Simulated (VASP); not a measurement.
# Ta in VASP: notebook, part 2 of 2

VASP 6.6.1. The steps go on from the part before.

**4. Single point, PBEsol (strain +0.015 along x and y, +0.015 along z)**

INCAR reads:

```
PREC = Accurate ; ENCUT = 520
EDIFF = 1E-6 ; ISMEAR = 0
SIGMA = 0.15 ; LREAL = False
LASPH = True ; NELM = 60
ALGO = Fast ; ISIF = 2
LWAVE = False ; LCHARG = False
GGA = PS ; NBANDS = 12
```

KPOINTS reads:

```
regular mesh
0
Gamma
  20 20 20
```

POSCAR reads:

```
Ta
1.0
   -1.6760492000      1.6760492000      1.6760492000
    1.6760492000     -1.6760492000      1.6760492000
    1.6760492000      1.6760492000     -1.6760492000
Ta
1
Direct
    0.0000000000      0.0000000000      0.0000000000
```

Run with:

```bash
cat potpaw_PBE.64/Ta_pv/POTCAR > POTCAR
mpirun -np 1 vasp_std > vasp.out
```

Wall time 60 s (1 thread of Intel Xeon 8259CL, shared host); peak memory 0.18 GiB.

It converged, with:

```yaml
Free_energy: -12.5153 eV
Pressure: -11.7 GPa
Band_gap_on_the_k_mesh: zero (an odd number of electrons rules out a gap without spin polarisation)
```

Levels at points of the mesh, in eV from the Fermi level:
| k point | band 4 | band 5 | band 6 | band 7 | band 8 | band 9 |
| --- | --- | --- | --- | --- | --- | --- |
| (0.00, 0.00, 0.00) | -7.75 | 0.72 | 0.72 | 0.72 | 3.84 | 3.84 |
| (0.50, 0.00, 0.00) | -4.19 | -1.42 | 1.43 | 3.69 | 4.66 | 7.38 |
| (0.50, 0.50, 0.50) | -3.55 | -3.55 | 6.49 | 6.49 | 6.49 | 8.27 |

Caveat: the cell differs from its parent crystal (strain +0.015 along x and y, +0.015 along z); the cell stands under tension; the PAW data sets were made with another functional, which shifts forces and pressure a little; spin-orbit coupling is left out, which moves the levels of the heavy elements.

**5. Single point, PBEsol (strain +0.030 along x and y, +0.030 along z)**

INCAR reads:

```
SYSTEM = Ta
PREC = Accurate
ENCUT = 520
EDIFF = 1E-7
ISMEAR = 0
SIGMA = 0.15
LREAL = .FALSE.
LASPH = .TRUE.
NELM = 100
ALGO = Normal
ISIF = 2
LWAVE = .FALSE.
LCHARG = .FALSE.
GGA = PS
NBANDS = 12
```

KPOINTS reads:

```
regular mesh
0
G
  20 20 20
  0 0 0
```

POSCAR reads:

```
Ta
1.0
   -1.7008184000      1.7008184000      1.7008184000
    1.7008184000     -1.7008184000      1.7008184000
    1.7008184000      1.7008184000     -1.7008184000
Ta
1
Direct
    0.0000000000      0.0000000000      0.0000000000
```

Potentials or basis: VASP PAW PBE potentials, release 64 (Ta_pv).

Run with:

```bash
cat potpaw_PBE.64/Ta_pv/POTCAR > POTCAR
mpirun -np 1 vasp_std > vasp.out
```

OUTCAR:

```text
SYSTEM = Ta
   PREC = Accurate
   ENCUT = 520
   EDIFF = 1E-7
   ISMEAR = 0
   LREAL = .FALSE.
   LASPH = .TRUE.
   NELM = 100
   ISIF = 2
   GGA = PS

 ion  position               nearest neighbor table
   1  0.000  0.000  0.000-

  LATTYP: Found a body centered cubic cell.
 ALAT       =     3.4016368000

  Lattice vectors:

 A1 = (  -1.7008184000,   1.7008184000,   1.7008184000)
 A2 = (   1.7008184000,  -1.7008184000,   1.7008184000)
 A3 = (   1.7008184000,   1.7008184000,  -1.7008184000)

Analysis of symmetry for initial positions (statically):
=====================================================================
 Subroutine PRICEL returns:
 Original cell was already a primitive cell.

 Routine SETGRP: Setting up the symmetry group for a
 body centered cubic supercell.

 Subroutine GETGRP returns: Found 48 space group operations
 (whereof 48 operations were pure point group operations)
 out of a pool of 48 trial point group operations.

The static configuration has the point symmetry O_h .

Analysis of symmetry for dynamics (positions and initial velocities):
=====================================================================
 Subroutine PRICEL returns:
 Original cell was already a primitive cell.

 Routine SETGRP: Setting up the symmetry group for a
 body centered cubic supercell.

 Subroutine GETGRP returns: Found 48 space group operations
 (whereof 48 operations were pure point group operations)
 out of a pool of 48 trial point group operations.

The dynamic configuration has the point symmetry O_h .

 Subroutine INISYM returns: Found 48 space group operations
 (whereof 48 operations are pure point group operations),
 and found     1 'primitive' translations

----------------------------------------------------------------------------------------

                                     Primitive cell

[... 113 lines left out ...]
   GGA     = PS    functional components
   LHFCALC =     F    Hartree Fock is set to
   AEXX    =    0.0000 exact exchange contribution
   IVDW    =     0    specifies the selected vdW correction
   LEPSILON=     F    determine dielectric tensor
   LRPA    =     F    only Hartree local field effects (RPA)
 non-spin polarized calculation
 Gauss-broadening in eV      SIGMA  =   0.15
  energy-cutoff  :      520.00
  volume of cell :       19.68
 maximum number of plane-waves:       555
 NGX is ok and might be reduce to    24
   NGX = 11   NGY = 11   NGZ = 11

 number of electron      11.0000001 magnetization

 Free energy of the ion-electron system (eV)
  ---------------------------------------------------
  ext. energy  EPLUGINS =         0.00000000
  ---------------------------------------------------
  free energy    TOTEN  =       -12.43570318 eV

  energy without entropy =      -12.41967209  energy(sigma->0) =      -12.42768764

 E-fermi :   4.6319     XC(G=0): -12.2815

 val. band max:        4.6276270648   @ k =  -0.1500   0.2500   0.0500
 cond. band min:       4.6338370639   @ k =  -0.2500   0.4000   0.1000
 fundamental gap:      0.0062099991
 Fermi energy:         4.6318542260

 k-point     1 :       0.0000    0.0000    0.0000
  band No.  band energies     occupation
      1     -28.7483      2.00000
      2     -28.7483      2.00000
      3     -28.7483      2.00000
      4      -2.9484      2.00000
      5       5.3386      0.00000
      6       5.3386      0.00000
      7       5.3386      0.00000
      8       8.3007      0.00000
      9       8.3007      0.00000
     10      18.9753      0.00000
     11      19.2568      0.00000
     12      19.2568      0.00000
[... 331 lines left out ...]
 k-point    24 :       0.2500    0.1000    0.0000
  band No.  band energies     occupation
      1     -29.3452      2.00000
      2     -28.9474      2.00000
      3     -28.7812      2.00000
      4       0.0645      2.00000
      5       3.8963      2.00000
      6       4.2542      1.99963
      7       7.6619      0.00000
      8       8.8187      0.00000
      9       8.9863      0.00000
     10      18.0295      0.00000
     11      18.9668      0.00000
     12      19.3080      0.00000

 [... further k-points ...]

------------------------ aborting loop because EDIFF is reached ----------------------------------------

  FORCE on cell =-STRESS in cart. coord.  units (eV):
  Direction    XX          YY          ZZ          XY          YZ          ZX
  --------------------------------------------------------------------------------------
  -------------------------------------------------------------------------------------
  Total       -2.2415762     -2.2415762     -2.2415762     -0.0000000      0.0000000     -0.0000000
  in kB     -182.4862977   -182.4862977   -182.4862977     -0.0000000      0.0000000     -0.0000000
  external PRESSURE =    -182.4862977 kB  Pullay stress =       0.0000000 kB

 VOLUME and BASIS-vectors are now :
 -----------------------------------------------------------------------------
  energy-cutoff  :      520.00
  volume of cell :       19.68
      direct lattice vectors                 reciprocal lattice vectors
    -1.700818400  1.700818400  1.700818400     0.000000000  0.293976123  0.293976123
     1.700818400 -1.700818400  1.700818400     0.293976123  0.000000000  0.293976123
     1.700818400  1.700818400 -1.700818400     0.293976123  0.293976123  0.000000000

 POSITION                                       TOTAL-FORCE (eV/Angst)
 -----------------------------------------------------------------------------------
      0.00000      0.00000      0.00000        -0.000000      0.000000     -0.000000
 -----------------------------------------------------------------------------------
    total drift:                               -0.000000      0.000000     -0.000000

  FREE ENERGIE OF THE ION-ELECTRON SYSTEM (eV)
  ---------------------------------------------------
  free  energy   TOTEN  =       -12.4357031827 eV

  energy  without entropy=      -12.4196720947  energy(sigma->0) =      -12.42768764
```

Run time: 54 s. Hardware: 1 thread of Intel Xeon 8259CL, shared host; peak memory 0.18 GiB.

Results:

* Free energy: -12.4357 eV
* Pressure: -18.2 GPa
* Band gap on the k mesh: zero (an odd number of electrons rules out a gap without spin polarisation)

Caveat: the cell differs from its parent crystal (strain +0.030 along x and y, +0.030 along z); the cell stands under tension; the PAW data sets were made with another functional, which shifts forces and pressure a little; spin-orbit coupling is left out, which moves the levels of the heavy elements.

**6. Single point, PBEsol (strain +0.015 along x and y, +0.030 along z)**

INCAR reads:

```
PREC     = Accurate       # precision mode
ENCUT    = 520            # plane-wave cutoff, eV
EDIFF    = 1E-6           # SCF threshold, eV
ISMEAR   = 0              # smearing method
SIGMA    = 0.15           # smearing width, eV
LREAL    = F              # projectors in reciprocal space
LASPH    = T              # aspherical terms in the spheres
NELM     = 100            # most SCF steps
ALGO     = Fast           # electronic algorithm
ISIF     = 2              # what is computed and relaxed
LWAVE    = F              # write WAVECAR
LCHARG   = F              # write CHGCAR
GGA      = PS             # functional
NBANDS   = 12             # bands
```

KPOINTS reads:

```
Automatic mesh
0
Gamma
  20 20 20
```

POSCAR reads:

```
Ta
1.0
   -1.6760492000      1.6760492000      1.7008184000
    1.6760492000     -1.6760492000      1.7008184000
    1.6760492000      1.6760492000     -1.7008184000
Ta
1
Direct
    0.0000000000      0.0000000000      0.0000000000
```

Potentials or basis: VASP PAW PBE potentials, release 64 (Ta_pv).

Run with:

```bash
cat potpaw_PBE.64/Ta_pv/POTCAR > POTCAR
mpirun -np 1 vasp_std > vasp.out
```

Run time: 2.7 min. Hardware: 1 thread of Intel Xeon 8259CL, shared host; peak memory 0.26 GiB.

The run converged. Its results:

```yaml
Free_energy: -12.4922 eV
Pressure: -14.0 GPa
Band_gap_on_the_k_mesh: zero (an odd number of electrons rules out a gap without spin polarisation)
```

Stress tensor (GPa, compression positive):
```
-13.51   0.00   0.00
  0.00 -13.51   0.00
  0.00   0.00 -14.97
```

Levels at points of the mesh, in eV from the Fermi level:
```csv
k point,band 4,band 5,band 6,band 7,band 8,band 9
"(0.00, 0.00, 0.00)",-7.69,0.66,0.66,0.83,3.66,3.89
"(0.50, 0.00, 0.00)",-4.14,-1.33,1.33,3.53,4.56,7.22
"(0.50, 0.50, 0.00)",-4.12,-1.50,1.43,3.78,4.66,7.26
"(0.50, 0.50, 0.50)",-3.49,-3.45,6.33,6.38,6.38,7.90
```

Caveat: the cell differs from its parent crystal (strain +0.015 along x and y, +0.030 along z); the cell stands under tension; the PAW data sets were made with another functional, which shifts forces and pressure a little; spin-orbit coupling is left out, which moves the levels of the heavy elements.

**7. Summary**

```csv
cell,gap on the mesh (eV),pressure (GPa)
"a = 2.774 Å, angles 109.5°, 1 atom",none,17.7
"a = 2.817 Å, angles 109.5°, 1 atom",none,6.1
"a = 2.903 Å, angles 109.5°, 1 atom",none,-11.7
"a = 2.946 Å, angles 109.5°, 1 atom",none,-18.2
"a = 2.917 Å, angles 109.9, 109.9, 108.7°, 1 atom",none,-14.0
```

Alike in all rows: task single point; level PBEsol; potentials or basis VASP PAW PBE potentials, release 64 (Ta_pv); no spin polarisation; k mesh 20 × 20 × 20; cutoff (eV) 520; smearing gaussian 0.15 eV.

Caveats: the PAW data sets were made with another functional, which shifts forces and pressure a little; spin-orbit coupling is left out, which moves the levels of the heavy elements; the cell stands under tension (at least some runs); the cell stands under pressure (at least some runs).

Absolute energies hang on the potentials; compare differences alone.
